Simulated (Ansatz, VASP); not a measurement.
**One calculation of C, two programs**

```
C
1.0
     2.49731    0.00000    0.00000
     0.00000    3.53172    0.00000
     0.00000    0.00000    7.60110
C
4
Direct
  0.00000 0.33608 0.46046
  0.50000 0.16392 0.46046
  0.50000 0.83608 0.53954
  0.00000 0.66392 0.53954
```

Alike in both runs: task single point; functional LDA; k mesh 10 × 7 × 1; occupations fermi-dirac, width 0.02 eV; no spin polarisation.

|  | VASP | Ansatz |
| --- | --- | --- |
| version | VASP 6.6.1 | Ansatz 0.2.0 |
| potentials or method | VASP PAW LDA potentials, release 64 (C), cutoff 520 eV | all-electron LAPW, scalar-relativistic |

```tsv
	VASP	Ansatz	Ansatz less VASP
rms of the force components (eV/Å)	0.021	0.002	-0.0182
```

LDA's correlation is that of Perdew and Zunger in VASP and of Perdew and Wang (1992) in Ansatz. Atom by atom the forces differ by 0.021 eV/Å (rms over components). Ansatz ran all-electron here, and VASP with PAW potentials. Ansatz's warnings: vacuum density over bound.
